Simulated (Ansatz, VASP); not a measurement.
One calculation of ZrS4, two programs

```
CELL_PARAMETERS angstrom
4.96046 0.00000 0.00000
0.00000 4.96046 0.00000
0.00000 0.00000 4.96046
ATOMIC_POSITIONS crystal
Zr 0.50000 0.50000 0.50000
S 0.00000 0.50000 0.50000
S 0.50000 0.00000 0.50000
S 0.50000 0.50000 0.00000
S 0.00000 0.00000 0.00000
```

Alike in both runs: functional PBE; k mesh 8 × 8 × 8; occupations gaussian, width 0.1 eV; no spin polarisation.

Ansatz relaxed the structure, and its values are those at the end. VASP's run is a single point on that final structure, the one shown.

|  | VASP | Ansatz |
| --- | --- | --- |
| version | VASP 6.6.1 | Ansatz 0.2.0 |
| potentials or method | VASP PAW PBE potentials, release 64 (Zr_sv, S), cutoff 520 eV | scalar-relativistic, plane waves, PAW |
| valence electrons in the cell | 36 | 36 |

|  | VASP | Ansatz | Ansatz less VASP |
| --- | --- | --- | --- |
| gap on the k mesh at the Fermi level (eV) | none | none | - |
| pressure (GPa) | 0.0 | 0.0 | +0.03 |

A gap of «none» marks a metal or a gap that the smearing closes.
